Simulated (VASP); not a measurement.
# Be2S3 (C2) in VASP: single point with HSE06

Aim: the single point of Be2S3 with HSE06.

Program: VASP 6.6.1. These are calculated values, not measurements. Logs are shortened: lines on timing, memory, paths and dates and some standing lists are left out, and cuts for length are marked.

## Step 1: The cell of the first run

Symmetry: C2, No. 5, monoclinic system. Conventional cell: a = 4.720 Å, b = 5.211 Å, c = 6.519 Å, α = 90.00°, β = 92.63°, γ = 90.00°. Within 2.8 Å of Be (site symmetry 1) lie 4 S at 2.08 to 2.16 Å. S (site symmetry 1) has 2 Be at 2.08 to 2.12 Å and 1 S at 2.11 Å within 2.8 Å. S (site symmetry 2) has 4 Be at 2.13 to 2.16 Å within 2.8 Å.

## Step 2: Single point, HSE06

File POSCAR:

```
Be2S3
1.0
    2.3599835372     -2.6053350157      0.0095987567
    2.3599835372      2.6053350157      0.0095987567
   -0.3260823566      0.0000000000      6.5109563055
Be S
2 3
Direct
    0.4976323530      0.9497790337      0.8111087105
    0.0502209663      0.5023676470      0.1888912895
    0.3798996334      0.4348981639      0.6439030531
    0.5651018361      0.6201003666      0.3560969469
    0.0071452112      0.9928547888      0.0000000000
```

File INCAR.step1:

```
SYSTEM = Be2S3
PREC = Accurate
ENCUT = 520
EDIFF = 1E-5
ISMEAR = 0
SIGMA = 0.02
LREAL = .FALSE.
LASPH = .TRUE.
NELM = 80
ALGO = Normal
ISIF = 2
LWAVE = .TRUE.
LCHARG = .FALSE.
GGA = PE
NBANDS = 19
KPAR = 4
```

File INCAR.step2:

```
SYSTEM = Be2S3
PREC = Accurate
ENCUT = 520
EDIFF = 1E-7
ISMEAR = 0
SIGMA = 0.02
LREAL = .FALSE.
LASPH = .TRUE.
NELM = 80
ALGO = Normal
ISIF = 2
LWAVE = .FALSE.
LCHARG = .FALSE.
GGA = PE
LHFCALC = .TRUE.
HFSCREEN = 0.2079
PRECFOCK = Fast
ISTART = 1
NBANDS = 19
KPAR = 4
```

File KPOINTS:

```
regular mesh
0
G
  6 6 4
  0 0 0
```

Potentials or basis: VASP PAW PBE potentials, release 64 (Be, S).

On the command line:

```console
$ cat potpaw_PBE.64/Be/POTCAR potpaw_PBE.64/S/POTCAR > POTCAR
$ cp INCAR.step1 INCAR
$ mpirun -np 4 vasp_std > vasp.out
$ cp INCAR.step2 INCAR
$ mpirun -np 4 vasp_std > vasp.out
```

OUTCAR:

```text
SYSTEM = Be2S3
   PREC = Accurate
   ENCUT = 520
   EDIFF = 1E-7
   ISMEAR = 0
   LREAL = .FALSE.
   LASPH = .TRUE.
   NELM = 80
   ISIF = 2
   GGA = PE
   LHFCALC = .TRUE.
   HFSCREEN = 0.2079
   PRECFOCK = Fast
   ISTART = 1

 ion  position               nearest neighbor table
   1  0.498  0.950  0.811-   3 2.08   3 2.12   5 2.13   5 2.16
   2  0.050  0.502  0.189-   4 2.08   4 2.12   5 2.13   5 2.16
   3  0.380  0.435  0.644-   1 2.08   4 2.11   1 2.12
   4  0.565  0.620  0.356-   2 2.08   3 2.11   2 2.12
   5  0.007  0.993  0.000-   2 2.13   1 2.13   2 2.16   1 2.16

  LATTYP: Found a base centered monoclinic cell.
 ALAT       =     4.7200061152
 B/A-ratio  =     1.1039540848
 C/A-ratio  =     1.3811669894
 COS(beta)  =    -0.0459568212

  Lattice vectors:

 A1 = (   2.3599835372,  -2.6053350157,   0.0095987567)
 A2 = (   2.3599835372,   2.6053350157,   0.0095987567)
 A3 = (  -0.3260823566,   0.0000000000,   6.5109563055)

Analysis of symmetry for initial positions (statically):
=====================================================================
 Subroutine PRICEL returns:
 Original cell was already a primitive cell.

 Routine SETGRP: Setting up the symmetry group for a
 base centered monoclinic supercell.

 Subroutine GETGRP returns: Found  2 space group operations
 (whereof  2 operations were pure point group operations)
 out of a pool of  4 trial point group operations.

The static configuration has the point symmetry C_2 .

Analysis of symmetry for dynamics (positions and initial velocities):
=====================================================================
 Subroutine PRICEL returns:
 Original cell was already a primitive cell.

 Routine SETGRP: Setting up the symmetry group for a
 base centered monoclinic supercell.

 Subroutine GETGRP returns: Found  2 space group operations
 (whereof  2 operations were pure point group operations)
 out of a pool of  4 trial point group operations.

The dynamic configuration has the point symmetry C_2 .

 Subroutine INISYM returns: Found  2 space group operations
 (whereof  2 operations are pure point group operations),
 and found     1 'primitive' translations

----------------------------------------------------------------------------------------

                                     Primitive cell

  volume of cell :      80.0822

  direct lattice vectors                    reciprocal lattice vectors
     2.359983537 -2.605335016  0.009598757     0.211822737 -0.191913899  0.010608527
     2.359983537  2.605335016  0.009598757     0.211822737  0.191913899  0.010608527
    -0.326082357  0.000000000  6.510956305    -0.000624558  0.000000000  0.153555990

  length of vectors
     3.515307238  3.515307238  6.519116636     0.286028595  0.286028595  0.153557260

  position of ions in fractional coordinates (direct lattice)
     0.497632353  0.949779034  0.811108711
     0.050220966  0.502367647  0.188891289
     0.379899633  0.434898164  0.643903053
     0.565101836  0.620100367  0.356096947
     0.007145211  0.992854789  0.000000000

  ion indices of the primitive-cell ions
   primitive index   ion index
                 1           1
                 2           2
                 3           3
                 4           4
                 5           5

----------------------------------------------------------------------------------------

 KPOINTS: regular mesh

Automatic generation of k-mesh.
 Grid dimensions read from file:
 generate k-points for:    6    6    4

 Generating k-lattice:

  Cartesian coordinates                     Fractional coordinates (reciprocal lattice)
     0.035303789 -0.031985650  0.001768088     0.166666667 -0.000000000  0.000000000
     0.035303789  0.031985650  0.001768088    -0.000000000  0.166666667  0.000000000
    -0.000156139  0.000000000  0.038388998     0.000000000  0.000000000  0.250000000

  Length of vectors
     0.047671432  0.047671432  0.038389315

  Shift w.r.t. Gamma in fractional coordinates (k-lattice)
     0.000000000  0.000000000  0.000000000

 Subroutine IBZKPT returns following result:
 ===========================================

 Found     47 irreducible k-points:

 Following reciprocal coordinates:
            Coordinates               Weight
  0.000000  0.000000  0.000000      1.000000
  0.166667  0.000000 -0.000000      4.000000
  0.333333 -0.000000  0.000000      4.000000
  0.500000 -0.000000  0.000000      2.000000
  0.166667  0.166667 -0.000000      2.000000
  0.333333  0.166667 -0.000000      4.000000
[... 16 lines left out ...]
 -0.333333  0.166667  0.250000      4.000000
 -0.166667  0.166667  0.250000      4.000000
 [... further k-points ...]
   k-points           NKPTS =     47   k-points in BZ     NKDIM =    144   number of bands    NBANDS=     19
   number of dos      NEDOS =    301   number of ions     NIONS =      5
   total plane-waves  NPLWV =  37632
   dimension x,y,z NGX =    28 NGY =   28 NGZ =   48
   dimension x,y,z NGXF=    56 NGYF=   56 NGZF=   96
   ions per type =               2   3
   NGX,Y,Z   is equivalent  to a cutoff of  13.24, 13.24, 12.24 a.u.
   NGXF,Y,Z  is equivalent  to a cutoff of  26.48, 26.48, 24.48 a.u.
 SYSTEM =  Be2S3
   PREC   = accura    normal or accurate (medium, high low for compatibility)
   ISTART =      1    job   : 0-new  1-cont  2-samecut
   ICHARG =      0    charge: 1-file 2-atom 10-const
   ISPIN  =      1    spin polarized calculation?
   LNONCOLLINEAR =      F non collinear calculations
   LSORBIT =      F    spin-orbit coupling
   LASPH  =      T    aspherical Exc in radial PAW
   ENCUT  =  520.0 eV  38.22 Ry    6.18 a.u.   6.54  6.54 12.12*2*pi/ulx,y,z
   NELM   =     80;   NELMIN=  2; NELMDL=  0     # of ELM steps
   EDIFF  = 0.1E-06   stopping-criterion for ELM
   LREAL  =      F    real-space projection
   EDIFFG = 0.1E-05   stopping-criterion for IOM
   NSW    =      0    number of steps for IOM
   IBRION =     -1    ionic relax: 0-MD 1-quasi-New 2-CG
   NFREE  =      0    steps in history (QN), initial steepest desc. (CG)
   ISIF   =      2    stress and relaxation
   ISYM   =      3    0-nonsym 1-usesym 2-fastsym
   POTIM  = 0.5000    time-step for ionic-motion
   TEBEG  =    0.0;   TEEND  =   0.0 temperature during run
   PSTRESS=    0.0 pullay stress
   NELECT =      22.0000    total number of electrons
   NUPDOWN=      -1.0000    fix difference up-down
   EMIN   =  10.00;   EMAX   =-10.00  energy-range for DOS
   EFERMI =   0.00;   METHOD = LEGACY
   ISMEAR =     0;   SIGMA  =   0.02  broadening in eV -4-tet -1-fermi 0-gaus
   EFERMI_NEDOS =   21; number of points for ismear=-14 and -15
   IALGO  =     38    algorithm
   IMIX   =      1    mixing-type and parameters
     AMIX     =   0.40;   BMIX     =  1.00
     AMIX_MAG =   1.60;   BMIX_MAG =  1.00
  volume/ion in A,a.u.               =      16.02       108.08
  Fermi-wavevector in a.u.,A,eV,Ry     =   1.064234  2.011111 15.409877  1.132594
  Thomas-Fermi vector in A             =   2.199746
   LORBIT       =      0    0 simple, 1 ext, 2 COOP (PROOUT), +10 PAW based schemes
   GGA     = PE    functional components
   LHFCALC =     T    Hartree Fock is set to
   PRECFOCK=fast      Normal, Fast or Accurate (Low or Medium for compatibility)
   ENCUT4O =  -1.0   cutoff for four orbital integrals eV
   NKREDX  =     1    reduce k-point grid by
   NKREDY  =     1    reduce k-point grid by
   NKREDZ  =     1    reduce k-point grid by
   AEXX    =    0.2500 exact exchange contribution
   HFSCREEN=    0.2079 screening length (either q_TF or 0.3 A-1)
   HFSCREENC=   0.2079 screening length for correlation (either q_TF or 0.3 A-1)
   ENCUTFOCK=  -1.0 apply spherical cutoff to Coloumb kernel
   IVDW    =     0    specifies the selected vdW correction
   LEPSILON=     F    determine dielectric tensor
   LRPA    =     F    only Hartree local field effects (RPA)
 non-spin polarized calculation
 Gauss-broadening in eV      SIGMA  =   0.02
  energy-cutoff  :      520.00
  volume of cell :       80.08
 maximum number of plane-waves:      2185
 NGX is ok and might be reduce to    28
  NGX = 16; NGY = 16; NGZ = 30

 number of electron      21.9999997 magnetization

 Free energy of the ion-electron system (eV)
  ---------------------------------------------------
  ext. energy  EPLUGINS =         0.00000000
  ---------------------------------------------------
  free energy    TOTEN  =       -26.94205948 eV

  energy without entropy =      -26.94205948  energy(sigma->0) =      -26.94205948

 E-fermi :   3.4918     XC(G=0):  -7.9175

 val. band max:        3.3348984524   @ k =   0.1667   0.1667   0.2500
 cond. band min:       5.6694189489   @ k =   0.5000   0.5000   0.5000
 fundamental gap:      2.3345204965
 Fermi energy:         3.4918006529

 k-point     1 :       0.0000    0.0000    0.0000
  band No.  band energies     occupation
      1     -12.8933      2.00000
      2     -10.6480      2.00000
      3      -9.0105      2.00000
      4      -1.4252      2.00000
      5      -0.2971      2.00000
      6       0.3233      2.00000
[... 11 lines left out ...]
     18      11.3255      0.00000
     19      13.6012      0.00000

 k-point     2 :       0.1667    0.0000   -0.0000
  band No.  band energies     occupation
      1     -12.7376      2.00000
      2     -10.5587      2.00000
      3      -8.8801      2.00000
      4      -1.8952      2.00000
      5      -1.0340      2.00000
      6       0.1404      2.00000
[... 11 lines left out ...]
     18      11.6797      0.00000
     19      13.0305      0.00000

 k-point     3 :       0.3333   -0.0000    0.0000
  band No.  band energies     occupation
      1     -12.3754      2.00000
      2     -10.4036      2.00000
      3      -8.5799      2.00000
      4      -2.9897      2.00000
      5      -2.0713      2.00000
      6      -0.8161      2.00000
[... 434 lines left out ...]
      1     -12.2256      2.00000
      2     -10.4718      2.00000
      3      -8.2777      2.00000
      4      -2.9471      2.00000
      5      -2.1711      2.00000
      6      -0.2709      2.00000
[... 11 lines left out ...]
     18      12.8994      0.00000
     19      13.7274      0.00000

 k-point    24 :      -0.1667    0.1667    0.2500
  band No.  band energies     occupation
      1     -12.5427      2.00000
      2     -10.7470      2.00000
      3      -8.4429      2.00000
      4      -2.3748      2.00000
      5      -0.8229      2.00000
      6      -0.4209      2.00000
[... 11 lines left out ...]
     18      11.8499      0.00000
     19      12.3577      0.00000

 [... further k-points ...]

------------------------ aborting loop because EDIFF is reached ----------------------------------------

  FORCE on cell =-STRESS in cart. coord.  units (eV):
  Direction    XX          YY          ZZ          XY          YZ          ZX
  --------------------------------------------------------------------------------------
  -------------------------------------------------------------------------------------
  Total       -0.8210328     -0.6714550     -1.3890301      0.0000000      0.0000000      0.3120078
  in kB      -16.4261320    -13.4335781    -27.7898669      0.0000000      0.0000000      6.2422367
  external PRESSURE =     -19.2165257 kB  Pullay stress =       0.0000000 kB

 VOLUME and BASIS-vectors are now :
 -----------------------------------------------------------------------------
  energy-cutoff  :      520.00
  volume of cell :       80.08
      direct lattice vectors                 reciprocal lattice vectors
     2.359983537 -2.605335016  0.009598757     0.211822737 -0.191913899  0.010608527
     2.359983537  2.605335016  0.009598757     0.211822737  0.191913899  0.010608527
    -0.326082357  0.000000000  6.510956305    -0.000624558  0.000000000  0.153555990

 POSITION                                       TOTAL-FORCE (eV/Angst)
 -----------------------------------------------------------------------------------
      3.15138      1.17799      5.29499        -0.020548      0.007524      0.027155
      1.24251      1.17799      1.23517         0.020548      0.007524     -0.027155
      1.71294      0.14329      4.20025         0.288509      0.006592     -0.439204
      2.68094      0.14329      2.32991        -0.288509      0.006592      0.439204
      2.35998      2.56810      0.00960        -0.000000     -0.028231     -0.000000
 -----------------------------------------------------------------------------------
    total drift:                               -0.000000      0.000088     -0.000000

  FREE ENERGIE OF THE ION-ELECTRON SYSTEM (eV)
  ---------------------------------------------------
  free  energy   TOTEN  =       -26.9420594829 eV

  energy  without entropy=      -26.9420594829  energy(sigma->0) =      -26.94205948
```

Wall time 23 min (4 MPI ranks of Intel Xeon Platinum 8259CL at 2.50GHz (Skylake/Cascade Lake), shared host); peak memory 0.35 GiB.

What came out:

```
Free energy            : -26.9421 eV
Pressure               : -1.9 GPa
Largest force          : 0.526 eV/Å
Band gap on the k mesh : 2.33 eV (least direct gap 3.11 eV)
```

Forces on the atoms (eV/Å):
```
Be  -0.021  0.008  0.027
Be   0.021  0.008 -0.027
S    0.289  0.007 -0.439
S   -0.289  0.007  0.439
S    0.000 -0.028  0.000
```

Caveat: the PAW data sets were made with another functional, which shifts forces and pressure a little. A k mesh can miss the band edges.
